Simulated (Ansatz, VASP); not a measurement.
Hf: VASP beside Ansatz

INCAR

```
SYSTEM = Hf
ALGO = Fast ; EDIFF = 1E-7
ENCUT = 520 ; GGA = PE
ISIF = 2 ; ISMEAR = 0
LASPH = .TRUE. ; LCHARG = .TRUE.
LELF = .TRUE. ; LREAL = .FALSE.
LVHAR = .TRUE. ; LWAVE = .FALSE.
NBANDS = 17 ; NELM = 60
PREC = Accurate ; SIGMA = 0.15
```

KPOINTS

```
k-points
0
G
  18 18 10
  0 0 0
```

POSCAR

```
Hf
1.0
    3.2925994799      0.0000000000      0.0000000000
   -1.6462997400      2.8514747941      0.0000000000
    0.0000000000      0.0000000000      4.9819330000
Hf
2
Direct
    0.3333333333      0.6666666667      0.2500000000
    0.6666666667      0.3333333333      0.7500000000
```

Input for Ansatz:

```yaml
crystal:
  lattice:
    - [3.2925994799, 0.0, 0.0]
    - [-1.64629974, 2.8514747941, 0.0]
    - [0.0, 0.0, 4.981933]
  atoms:
    - { symbol: Hf, position: [0.3333333333, 0.6666666667, 0.25] }
    - { symbol: Hf, position: [0.6666666667, 0.3333333333, 0.75] }
basis:
  ecutwfc: 420
kpoints:
  mp_grid: { grid: [18, 18, 10] }
hamiltonian:
  xc: pbe
scf:
  occupations: { method: gaussian, width: 0.15 }
output:
  forces: true
  stress: true
  eigenvalues: true
```

Change from the starting cell: strain +0.030 along x and y, -0.015 along z, atoms carried along.

Alike in both runs: task single point; functional PBE; k mesh 18 × 18 × 10; occupations gaussian, width 0.15 eV; no spin polarisation.

|  | VASP | Ansatz |
| --- | --- | --- |
| version | VASP 6.6.1 | Ansatz 0.2.0 |
| potentials or method | VASP PAW PBE potentials, release 64 (Hf_pv), cutoff 520 eV | scalar-relativistic, plane waves, PAW |
| valence electrons in the cell | 20 | 52 |

|  | VASP | Ansatz | Ansatz less VASP |
| --- | --- | --- | --- |
| gap on the k mesh at the Fermi level (eV) | none | none | - |
| pressure (GPa) | -4.0 | -3.5 | +0.43 |
| traceless stress, the component that is largest in VASP (GPa) | 3.24 | 3.31 | +0.067 |

A gap of «none» marks a metal or a gap that the smearing closes. VASP's potentials hold 20 valence electrons a cell and Ansatz's 52, so a difference there can come from the potentials and not from the codes.

Spin-orbit coupling is off throughout.
